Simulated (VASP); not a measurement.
Set up this calculation in VASP 6.6.1, as the native input.

```
Task                   : single point
Functional             : r2SCAN
Potentials or basis    : VASP PAW PBE potentials, release 64 (Cu, F)
Cutoff                 : 520 eV
k mesh                 : 8 × 8 × 8
Occupations            : fermi-dirac, width 0.02 eV
Spin                   : no spin polarisation
Dipole correction      : no
Further INCAR settings : ALGO = Normal; EDIFF = 1e-06; NBANDS = 16
```

Crystal: CuF.

```xyz
2
Lattice="2.7385 0.0000 0.0000 0.0000 2.7385 0.0000 0.0000 0.0000 2.7385" Properties=species:S:1:pos:R:3 pbc="T T T"
Cu    0.0000    0.0000    0.0000
F     1.3692    1.3692    1.3692
```

The input as run:

POSCAR

```
CuF
1.0
    2.7384616326      0.0000000000      0.0000000000
    0.0000000000      2.7384616326      0.0000000000
    0.0000000000      0.0000000000      2.7384616326
Cu F
1 1
Direct
    0.0000000000      0.0000000000      0.0000000000
    0.5000000000      0.5000000000      0.5000000000
```

INCAR.step1

```
SYSTEM = CuF
  PREC = Accurate
  ENCUT = 520
  ISMEAR = -1
  SIGMA = 0.02
  LREAL = .FALSE.
  LASPH = .TRUE.
  NELM = 80
  NBANDS = 16
  GGA = PE
  ALGO = Normal
  EDIFF = 1E-4
  LWAVE = .TRUE.
  LCHARG = .FALSE.
```

INCAR.step2

```
SYSTEM = CuF
  PREC = Accurate
  ENCUT = 520
  EDIFF = 1E-6
  ISMEAR = -1
  SIGMA = 0.02
  LREAL = .FALSE.
  LASPH = .TRUE.
  NELM = 80
  ALGO = Normal
  ISIF = 2
  LWAVE = .FALSE.
  LCHARG = .FALSE.
  METAGGA = R2SCAN
  LMIXTAU = .TRUE.
  NBANDS = 16
  ISTART = 1
```

KPOINTS

```
regular mesh
0
G
  8 8 8
  0 0 0
```

Potentials or basis: VASP PAW PBE potentials, release 64 (Cu, F).

Run with:

```sh
$ cat potpaw_PBE.64/Cu/POTCAR potpaw_PBE.64/F/POTCAR > POTCAR
$ cp INCAR.step1 INCAR
$ mpirun -np 1 vasp_std > vasp.out
$ cp INCAR.step2 INCAR
$ mpirun -np 1 vasp_std > vasp.out
```

It gave:

- Pressure: -0.2 GPa
- Band gap on the k mesh: zero (band 9 reaches 4.93 eV, above the bottom of band 10 at 4.52 eV)

Caveat: the PAW data sets were made with another functional, which shifts forces and pressure a little; semilocal functionals often make such compounds metallic where correlation or magnetic order opens a gap, which also shifts bond lengths.

Wall time 69 s on 1 thread of Intel Xeon 8259CL (shared host), peak memory 0.13 GiB.
